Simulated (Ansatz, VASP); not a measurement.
**Ta2N: VASP beside Ansatz**

Contents of INCAR:

```
SYSTEM = Ta2N
PREC = Accurate ; ENCUT = 600
EDIFF = 1E-6 ; ISMEAR = -1
SIGMA = 0.1 ; LREAL = .FALSE.
LASPH = .TRUE. ; NELM = 120
ALGO = Normal ; ISIF = 2
LWAVE = .FALSE. ; LCHARG = .FALSE.
GGA = PE ; NBANDS = 20
GGA_COMPAT = .FALSE.
```

Contents of KPOINTS:

```
regular mesh
0
G
  6 6 4
  0 0 0
```

POSCAR

```
Ta2N
1.0
    3.1128615060      0.0000000000      0.0000000000
   -1.5564307530      2.6958171426      0.0000000000
    0.0000000000      0.0000000000      4.8698410000
Ta N
2 1
Direct
    0.6666666667      0.3333333333      0.7452890000
    0.3333333333      0.6666666667      0.2547110000
    0.0000000000      0.0000000000      0.0000000000
```

Input for Ansatz:

```yaml
crystal:
  lattice:
    - [3.112861506, 0.0, 0.0]
    - [-1.556430753, 2.6958171426, 0.0]
    - [0.0, 0.0, 4.869841]
  atoms:
    - { symbol: Ta, position: [0.6666666667, 0.3333333333, 0.745289] }
    - { symbol: Ta, position: [0.3333333333, 0.6666666667, 0.254711] }
    - { symbol: "N", position: [0.0, 0.0, 0.0] }
basis:
  ecutwfc: 420
kpoints:
  mp_grid: { grid: [6, 6, 4] }
hamiltonian:
  xc: pbe
scf:
  occupations: { method: fermi_dirac }
  max_iter: 65
output:
  forces: true
  stress: true
  eigenvalues: true
```

Alike in both runs: task single point; functional PBE; k mesh 6 × 6 × 4; no spin polarisation.

|  | VASP | Ansatz |
| --- | --- | --- |
| version | VASP 6.6.1 | Ansatz 0.2.0 |
| potentials or method | VASP PAW PBE potentials, release 64 (Ta_pv, N), cutoff 600 eV | scalar-relativistic, plane waves, PAW |
| occupations | fermi-dirac, width 0.1 eV | fermi-dirac |
| valence electrons in the cell | 27 | 31 |

```tsv
	VASP	Ansatz	Ansatz less VASP
gap on the k mesh at the Fermi level (eV)	none	none	-
pressure (GPa)	-0.7	-1.1	-0.39
traceless stress, the component that is largest in VASP (GPa)	0.69	0.76	+0.069
rms of the force components (eV/Å)	0.087	0.108	+0.0211
```

Atom by atom the forces differ by 0.021 eV/Å (rms over components). A gap of «none» marks a metal or a gap that the smearing closes. VASP's potentials hold 27 valence electrons a cell and Ansatz's 31, so a difference there can come from the potentials and not from the codes.

The k mesh is coarse, so the values compare programs but aren't converged. Neither program's run includes spin-orbit coupling.
